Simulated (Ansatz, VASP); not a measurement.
# Os2Rh: VASP beside Ansatz

File INCAR:

```
SYSTEM = Os2Rh
PREC = Accurate ; ENCUT = 600
EDIFF = 1E-6 ; ISMEAR = 0
SIGMA = 0.1 ; LREAL = .False.
LASPH = .True. ; NELM = 60
ALGO = Normal ; ISIF = 3
LWAVE = .False. ; LCHARG = .False.
GGA = PE ; IBRION = 2
NSW = 90 ; EDIFFG = -0.04
```

KPOINTS

```
Automatic mesh
0
Gamma
  8 8 8
  0 0 0
```

POSCAR

```
Os2Rh
1.0
   -1.3461578923      1.9384426584      4.0756602466
    1.3461578923     -1.9384426584      4.0756602466
    1.3461578923      1.9384426584     -4.0756602466
Os Rh
2 1
Direct
    0.6714545853      0.6714545853      0.0000000000
    0.3285454147      0.3285454147      0.0000000000
    0.0000000000      0.0000000000      0.0000000000
```

Input for Ansatz:

```yaml
crystal:
  lattice:
    - [-1.3461578923, 1.9384426584, 4.0756602466]
    - [1.3461578923, -1.9384426584, 4.0756602466]
    - [1.3461578923, 1.9384426584, -4.0756602466]
  atoms:
    - { symbol: Os, position: [0.6714545853, 0.6714545853, 0.0] }
    - { symbol: Os, position: [0.3285454147, 0.3285454147, 0.0] }
    - { symbol: Rh, position: [0.0, 0.0, 0.0] }
basis:
  ecutwfc: 420
kpoints:
  mp_grid: { grid: [8, 8, 8] }
hamiltonian:
  xc: pbe
scf:
  occupations: { method: gaussian, width: 0.1 }
  lower_state_search: "off"
output:
  forces: true
  stress: true
  eigenvalues: true
relax:
  adjacent_minimum: "off"
  f_tol: 0.04
  max_steps: 70
  cell: { stress_tol: 0.4 }
```

Alike in both runs: task relaxation of cell and atoms; functional PBE; k mesh 8 × 8 × 8; occupations gaussian, width 0.1 eV; no spin polarisation.

```csv
,VASP,Ansatz
version,VASP 6.6.1,Ansatz 0.2.0
potentials or method,"VASP PAW PBE potentials, release 64 (Os, Rh_pv), cutoff 600 eV","scalar-relativistic, plane waves, PAW"
valence electrons in the cell,31,49
```

```tsv
	VASP	Ansatz	Ansatz less VASP
gap on the k mesh at the Fermi level, each at its own relaxed structure (eV)	none	none	-
relaxed volume (Å³/atom)	14.20	14.20	-0.002
relaxed cell length with the largest relative difference (Å)	4.716	4.715	-0.0012
```

A gap of «none» marks a metal or a gap that the smearing closes. VASP's potentials hold 31 valence electrons a cell and Ansatz's 49, so a difference there can come from the potentials and not from the codes.

Neither program's run includes spin-orbit coupling.
